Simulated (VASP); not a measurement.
Set up this calculation in VASP 6.6.1, as the native input.

```yaml
Task: relaxation of shape and atoms at fixed volume
Functional: r2SCAN
Potentials_or_basis: VASP PAW PBE potentials, release 64 (Ti_sv, O)
Cutoff: 660 eV
k_mesh: 6 × 6 × 10
Occupations: gaussian, width 0.02 eV
Spin: no spin polarisation
Dipole_correction: no
Further_INCAR_settings: ALGO = Normal; EDIFF = 1e-07; IBRION = 2; EDIFFG = -0.01; NSW = 50; ISIF = 4
```

TiO2:

```
Ti O
1.0
     4.64246    0.00000    0.00000
     0.00000    4.64246    0.00000
     0.00000    0.00000    2.98279
Ti O
2 4
Direct
  0.00000 0.00000 0.00000
  0.50000 0.50000 0.50000
  0.30463 0.30463 0.00000
  0.19537 0.80463 0.50000
  0.69537 0.69537 0.00000
  0.80463 0.19537 0.50000
```

One way to write it, as run:

POSCAR

```
TiO2
1.0
    4.6424623117      0.0000000000      0.0000000000
    0.0000000000      4.6424623117      0.0000000000
    0.0000000000      0.0000000000      2.9827879450
Ti O
2 4
Direct
    0.0000000000      0.0000000000      0.0000000000
    0.5000000000      0.5000000000      0.5000000000
    0.3046314522      0.3046314522      0.0000000000
    0.1953685478      0.8046314522      0.5000000000
    0.6953685478      0.6953685478      0.0000000000
    0.8046314522      0.1953685478      0.5000000000
```

INCAR.step1

```
SYSTEM = TiO2
ALGO = Normal
EDIFF = 1E-5
EDIFFG = -0.005
ENCUT = 660
GGA = PE
GGA_COMPAT = .FALSE.
IBRION = 2
ISIF = 3
ISMEAR = 0
LASPH = .TRUE.
LCHARG = .FALSE.
LREAL = .FALSE.
LWAVE = .TRUE.
NELM = 120
NELMIN = 4
NSW = 100
PREC = Accurate
SIGMA = 0.02
```

INCAR.step2

```
SYSTEM = TiO2
ALGO = Normal
EDIFF = 1E-7
EDIFFG = -0.01
ENCUT = 660
GGA_COMPAT = .FALSE.
IBRION = 2
ISIF = 4
ISMEAR = 0
ISTART = 1
LASPH = .TRUE.
LCHARG = .FALSE.
LMIXTAU = .TRUE.
LREAL = .FALSE.
LWAVE = .FALSE.
METAGGA = R2SCAN
NELM = 120
NELMIN = 4
NSW = 50
PREC = Accurate
SIGMA = 0.02
```

KPOINTS

```
k-points
0
G
  6 6 10
  0 0 0
```

Potentials or basis: VASP PAW PBE potentials, release 64 (Ti_sv, O).

Launch:

```sh
$ cat potpaw_PBE.64/Ti_sv/POTCAR potpaw_PBE.64/O/POTCAR > POTCAR
$ cp INCAR.step1 INCAR
$ mpirun -np 1 vasp_std > vasp.out
$ cp INCAR.step2 INCAR
$ mpirun -np 1 vasp_std > vasp.out
```

Results of the run:

- Energy gained by relaxing: 0.3 meV/atom
- Ionic steps: 2
- Pressure after relaxing: -5.7 GPa
- Largest force after relaxing: 0.010 eV/Å
- Band gap on the k mesh: 2.19 eV

Caveat: the PAW data sets were made with another functional, which shifts forces and pressure a little.

It took 31 min on 1 thread of Oxide Virtual Turin-like Processor, on a shared host, peak memory 0.27 GiB.
